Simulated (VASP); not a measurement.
Runs of VASP 6.6.1 on Sn. The structure is that of space group I4_1/amd (No. 141), or close to it. The cells are those of the table. 

| level | potentials or basis | cell | k mesh | smearing | gap on the mesh (eV) | pressure (GPa) |
| --- | --- | --- | --- | --- | --- | --- |
| LDA | VASP PAW LDA potentials, release 64 (Sn_d) | a = 4.455 Å, angles 97.4, 97.4, 137.9°, 2 atoms | 9 × 9 × 9 | fermi-dirac 0.05 eV | none | -2.9 |
| RPBE+D3(BJ) | VASP PAW PBE potentials, release 64 (Sn_d) | a = 4.139 Å, angles 97.1, 97.1, 138.7°, 2 atoms | 9 × 9 × 9 | fermi-dirac 0.05 eV | none | -0.1 |
| LDA | VASP PAW LDA potentials, release 64 (Sn_d) | a = 4.364 Å, angles 97.4, 97.4, 137.9°, 2 atoms | 9 × 9 × 9 | fermi-dirac 0.05 eV | none | 0.5 |
| RPBE | VASP PAW PBE potentials, release 64 (Sn_d) | a = 4.455 Å, angles 97.4, 97.4, 137.9°, 2 atoms | 7 × 7 × 5 | fermi-dirac 0.15 eV | none | (a) |

Alike in all rows: no spin polarisation; cutoff (eV) 520.

Estimate the missing entries.

(a) 2.8.

Caveats: spin-orbit coupling is left out, which moves the levels of the heavy elements; the PAW data sets were made with another functional, which shifts forces and pressure a little (at least some runs).

A k mesh can miss the band edges, and the runs leave out spin-orbit coupling on Sn.

A gap of «none» marks levels without a gap at the run's occupations.
